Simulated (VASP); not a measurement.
# CdTe (Fm-3m) in VASP: relaxation of cell and atoms with PBEsol

Aim: the relaxation of cell and atoms of CdTe with PBEsol.

All numbers are computed with VASP 6.6.1; they aren't measurements. Logs are shortened: lines on timing, memory, paths and dates and some standing lists are left out, and cuts for length are marked.

## (1) The cell of the first run

Symmetry: Fm-3m, No. 225, cubic system. The conventional cell has a = 6.410 Å, b = 6.410 Å, c = 6.410 Å, α = 90.00°, β = 90.00°, γ = 90.00°. Within 4.2 Å of Cd (site symmetry m-3m) lie 6 Te at 3.20 Å. Te (site symmetry m-3m) has 6 Cd at 3.20 Å within 4.2 Å.

## (2) Relaxation of cell and atoms, PBEsol

Contents of INCAR:

```
SYSTEM = CdTe
ALGO = Fast
EDIFF = 1E-6
EDIFFG = -0.005
ENCUT = 600
GGA = PS
IBRION = 2
ISIF = 3
ISMEAR = 0
LASPH = .True.
LCHARG = .False.
LREAL = .False.
LWAVE = .False.
NELM = 80
NSW = 100
PREC = Accurate
SIGMA = 0.1
```

Contents of KPOINTS:

```
k-points
0
Gamma
  12 12 4
  0 0 0
```

Contents of POSCAR:

```
CdTe
1.0
    4.5325540000      0.0000000000      0.0000000000
   -2.2662770000      3.9253070000      0.0000000000
    0.0000000000      0.0000000000     11.1024460000
Cd Te
3 3
Direct
    0.0000000000      0.0000000000      0.0000000000
    0.3333333300      0.6666666700      0.3333333300
    0.6666666700      0.3333333300      0.6666666700
    0.6666666700      0.3333333300      0.1666666700
    0.0000000000      0.0000000000      0.5000000000
    0.3333333300      0.6666666700      0.8333333300
```

Potentials or basis: VASP PAW PBE potentials, release 64 (Cd, Te).

Launch:

```bash
> cat potpaw_PBE.64/Cd/POTCAR potpaw_PBE.64/Te/POTCAR > POTCAR
> mpirun -np 1 vasp_std > vasp.out
```

OUTCAR:

```text
SYSTEM = CdTe
   EDIFF = 1E-6
   EDIFFG = -0.005
   ENCUT = 600
   GGA = PS
   IBRION = 2
   ISIF = 3
   ISMEAR = 0
   LASPH = .True.
   LREAL = .False.
   NELM = 80
   NSW = 100
   PREC = Accurate

 ion  position               nearest neighbor table
   1  0.000  0.000  0.000-   4 3.20   6 3.20   4 3.20   6 3.20   4 3.20   6 3.20
   2  0.333  0.667  0.333-   4 3.20   4 3.20   4 3.20   5 3.20   5 3.20   5 3.20
   3  0.667  0.333  0.667-   6 3.20   6 3.20   6 3.20   5 3.20   5 3.20   5 3.20
   4  0.667  0.333  0.167-   2 3.20   2 3.20   2 3.20   1 3.20   1 3.20   1 3.20
   5  0.000  0.000  0.500-   2 3.20   3 3.20   3 3.20   2 3.20   3 3.20   2 3.20
   6  0.333  0.667  0.833-   3 3.20   3 3.20   3 3.20   1 3.20   1 3.20   1 3.20

  LATTYP: Found a hexagonal cell.
 ALAT       =     4.5325540000
 C/A-ratio  =     2.4494900667

  Lattice vectors:

 A1 = (   4.5325540000,   0.0000000000,   0.0000000000)
 A2 = (  -2.2662770000,   3.9253070000,   0.0000000000)
 A3 = (   0.0000000000,   0.0000000000,  11.1024460000)

Analysis of symmetry for initial positions (statically):
=====================================================================
 Subroutine PRICEL returns following result:

  LATTYP: Found a face centered cubic cell.
 ALAT       =     6.4099998526

  Lattice vectors:

 A1 = (   2.2662769773,  -1.3084356536,   3.7008152963)
 A2 = (  -0.0000000227,   2.6168713464,   3.7008152963)
 A3 = (  -2.2662769547,  -1.3084356928,   3.7008154073)

   3 primitive cells build up your supercell.

 Routine SETGRP: Setting up the symmetry group for a
 hexagonal supercell.

 Subroutine GETGRP returns: Found 12 space group operations
 (whereof 12 operations were pure point group operations)
 out of a pool of 24 trial point group operations.

The static configuration has the point symmetry D_3d.

Analysis of symmetry for dynamics (positions and initial velocities):
=====================================================================
 Subroutine PRICEL returns following result:

  LATTYP: Found a face centered cubic cell.
 ALAT       =     6.4099998526

  Lattice vectors:

 A1 = (   2.2662769773,  -1.3084356536,   3.7008152963)
 A2 = (  -0.0000000227,   2.6168713464,   3.7008152963)
 A3 = (  -2.2662769547,  -1.3084356928,   3.7008154073)

   3 primitive cells build up your supercell.

 Routine SETGRP: Setting up the symmetry group for a
 hexagonal supercell.

 Subroutine GETGRP returns: Found 12 space group operations
 (whereof 12 operations were pure point group operations)
 out of a pool of 24 trial point group operations.

The dynamic configuration has the point symmetry D_3d.

 Subroutine INISYM returns: Found 12 space group operations
[... 95 lines left out ...]
   ENCUT  =  600.0 eV  44.10 Ry    6.64 a.u.   9.05  9.05 22.17*2*pi/ulx,y,z
   NELM   =     80;   NELMIN=  2; NELMDL= -5     # of ELM steps
   EDIFF  = 0.1E-05   stopping-criterion for ELM
   LREAL  =      F    real-space projection
   EDIFFG = -.5E-02   stopping-criterion for IOM
   NSW    =    100    number of steps for IOM
   IBRION =      2    ionic relax: 0-MD 1-quasi-New 2-CG
   NFREE  =      1    steps in history (QN), initial steepest desc. (CG)
   ISIF   =      3    stress and relaxation
   ISYM   =      2    0-nonsym 1-usesym 2-fastsym
   POTIM  = 0.5000    time-step for ionic-motion
   TEBEG  =    0.0;   TEEND  =   0.0 temperature during run
   PSTRESS=    0.0 pullay stress
   NELECT =      54.0000    total number of electrons
   NUPDOWN=      -1.0000    fix difference up-down
   EMIN   =  10.00;   EMAX   =-10.00  energy-range for DOS
   EFERMI =   0.00;   METHOD = LEGACY
   ISMEAR =     0;   SIGMA  =   0.10  broadening in eV -4-tet -1-fermi 0-gaus
   EFERMI_NEDOS =   21; number of points for ismear=-14 and -15
   IALGO  =     68    algorithm
   IMIX   =      4    mixing-type and parameters
     AMIX     =   0.40;   BMIX     =  1.00
     AMIX_MAG =   1.60;   BMIX_MAG =  1.00
  volume/ion in A,a.u.               =      32.92       222.17
  Fermi-wavevector in a.u.,A,eV,Ry     =   1.062497  2.007828 15.359611  1.128900
  Thomas-Fermi vector in A             =   2.197950
   LORBIT       =      0    0 simple, 1 ext, 2 COOP (PROOUT), +10 PAW based schemes
   GGA     = PS    functional components
   LHFCALC =     F    Hartree Fock is set to
   AEXX    =    0.0000 exact exchange contribution
   IVDW    =     0    specifies the selected vdW correction
   LEPSILON=     F    determine dielectric tensor
   LRPA    =     F    only Hartree local field effects (RPA)
 conjugate gradient relaxation of ions
 non-spin polarized calculation
 RMM-DIIS sequential band-by-band and
 Gauss-broadening in eV      SIGMA  =   0.10
  energy-cutoff  :      600.00
  volume of cell :      197.53
 maximum number of plane-waves:      6645
   NGX = 19   NGY = 19   NGZ = 45

--------------------------------------- Ionic step        1  -------------------------------------------

 number of electron      54.0000004 magnetization

 Free energy of the ion-electron system (eV)
  ---------------------------------------------------
  ext. energy  EPLUGINS =         0.00000000
  ---------------------------------------------------
  free energy    TOTEN  =       -14.85465769 eV

  energy without entropy =      -14.83382762  energy(sigma->0) =      -14.84424265

 E-fermi :   2.3862     XC(G=0):  -9.2252

 val. band max:        2.3818109353   @ k =   0.4167  -0.0000   0.5000
 cond. band min:       2.4034348029   @ k =   0.1667  -0.0000   0.5000
 fundamental gap:      0.0216238676
 Fermi energy:         2.3861668182

 k-point     1 :       0.0000    0.0000    0.0000
  band No.  band energies     occupation
      1      -8.4042      2.00000
      2      -7.8755      2.00000
      3      -7.8755      2.00000
      4      -5.6190      2.00000
      5      -5.6190      2.00000
      6      -5.6190      2.00000
[... 944 lines left out ...]
  FREE ENERGIE OF THE ION-ELECTRON SYSTEM (eV)
  ---------------------------------------------------
  free  energy   TOTEN  =       -15.7541240487 eV

  energy  without entropy=      -15.7394888188  energy(sigma->0) =      -15.74680643

[... ionic steps 4 to 9 ...]

--------------------------------------- Ionic step       10  -------------------------------------------

 number of electron      53.9999993 magnetization

------------------------ aborting loop because EDIFF is reached ----------------------------------------
[... 75 lines left out ...]
--------------------------------------- Ionic step       12  -------------------------------------------

 number of electron      53.9999993 magnetization

 Free energy of the ion-electron system (eV)
  ---------------------------------------------------
  ext. energy  EPLUGINS =         0.00000000
  ---------------------------------------------------
  free energy    TOTEN  =       -15.75413178 eV

  energy without entropy =      -15.73952549  energy(sigma->0) =      -15.74682863

 E-fermi :   4.2560     XC(G=0): -10.1130

 val. band max:        4.2528378442   @ k =  -0.0833   0.3333   0.2500
 cond. band min:       4.2624454725   @ k =   0.4167   0.1667   0.0000
 fundamental gap:      0.0096076282
 Fermi energy:         4.2560186625

 k-point     1 :       0.0000    0.0000    0.0000
  band No.  band energies     occupation
      1      -7.6406      2.00000
      2      -6.8196      2.00000
      3      -6.8196      2.00000
      4      -4.1893      2.00000
      5      -4.1893      2.00000
      6      -4.1893      2.00000
[... 864 lines left out ...]
  FREE ENERGIE OF THE ION-ELECTRON SYSTEM (eV)
  ---------------------------------------------------
  free  energy   TOTEN  =       -15.7541317771 eV

  energy  without entropy=      -15.7395254888  energy(sigma->0) =      -15.74682863

 reached required accuracy - stopping structural energy minimisation
```

CONTCAR:

```text
CdTe
   1.00000000000000
     4.2463001761912276    0.0000000000000000   -0.0000000000000000
    -2.1231500880956138    3.6774038994124392    0.0000000000000000
     0.0000000000000000    0.0000000000000000   10.4085850063067173
  Cd              Te
     3     3
Direct
     0.0000000000000000    0.0000000000000000    0.0000000000000000
     0.3333333300000021    0.6666666699999979    0.3333333300000021
     0.6666666699999979    0.3333333300000021    0.6666666699999979
     0.6666666699999979    0.3333333300000021    0.1666666699999979
     0.0000000000000000    0.0000000000000000    0.5000000000000000
     0.3333333300000021    0.6666666699999979    0.8333333300000021

  0.00000000E+00  0.00000000E+00  0.00000000E+00
  0.00000000E+00  0.00000000E+00  0.00000000E+00
  0.00000000E+00  0.00000000E+00  0.00000000E+00
  0.00000000E+00  0.00000000E+00  0.00000000E+00
  0.00000000E+00  0.00000000E+00  0.00000000E+00
  0.00000000E+00  0.00000000E+00  0.00000000E+00
```

Wall time 81 min (1 thread of Oxide Virtual Turin-like, shared host); peak memory 0.65 GiB.

What came out:

* Free energy: -15.7541 eV
* Relaxed volume: 27.09 Å³/atom
* Relaxed cell: a = 4.246 Å, b = 4.246 Å, c = 10.409 Å, α = 90.00°, β = 90.00°, γ = 120.00°
* Space group after relaxing (to 0.1 Å): Fm-3m (No. 225)
* Energy gained by relaxing: 149.9 meV/atom
* Ionic steps: 12
* Pressure after relaxing: 0.0 GPa
* Band gap on the k mesh: zero (bands 27 and 28 overlap by 0.90 eV)

The path:
| step | energy change (eV) | largest force (eV/Å) | pressure (GPa) | volume (Å³) |
| --- | --- | --- | --- | --- |
| 1 | 0.0000 | 0.0000 | -6.77 | 197.53 |
| 2 | -0.8946 | 0.0000 | 0.75 | 160.39 |
| 3 | -0.8995 | 0.0000 | 0.02 | 162.43 |
| 4 | -0.8991 | 0.0000 | -0.20 | 163.09 |
| 5 | -0.8991 | 0.0000 | -0.21 | 163.07 |
| 6 | -0.8992 | 0.0000 | -0.17 | 163.01 |
| 7 | -0.8992 | 0.0000 | -0.19 | 163.00 |
| 8 | -0.8992 | 0.0000 | -0.18 | 162.99 |
| 9 | -0.8992 | 0.0000 | -0.18 | 162.96 |
| 10 | -0.8993 | 0.0000 | -0.17 | 162.90 |
| 11 | -0.8994 | 0.0000 | -0.10 | 162.78 |
| 12 | -0.8995 | 0.0000 | -0.01 | 162.53 |

Final structure:
```
CELL_PARAMETERS angstrom
4.24630 0.00000 0.00000
-2.12315 3.67740 0.00000
0.00000 0.00000 10.40859
ATOMIC_POSITIONS crystal
Cd 0.00000 0.00000 0.00000
Cd 0.33333 0.66667 0.33333
Cd 0.66667 0.33333 0.66667
Te 0.66667 0.33333 0.16667
Te 0.00000 0.00000 0.50000
Te 0.33333 0.66667 0.83333
```

Levels at points of the mesh, in eV from the Fermi level:
| k point | band 25 | band 26 | band 27 | band 28 | band 29 | band 30 |
| --- | --- | --- | --- | --- | --- | --- |
| (0.00, 0.00, 0.00) | -0.13 | -0.13 | -0.13 | 0.52 | 2.82 | 2.82 |
| (0.50, 0.00, 0.00) | -1.40 | -1.33 | -0.76 | -0.76 | 2.07 | 2.07 |
| (0.00, 0.00, 0.50) | -0.37 | 0.03 | 0.03 | 2.26 | 2.26 | 2.66 |
| (0.50, 0.00, 0.50) | -1.80 | 0.03 | 0.03 | 0.20 | 0.20 | 2.65 |

Caveat: the volume moved by over 15 % at a fixed basis, so the end points are rough; the PAW data sets were made with another functional, which shifts forces and pressure a little; spin-orbit coupling is left out, which moves the levels of the heavy elements.
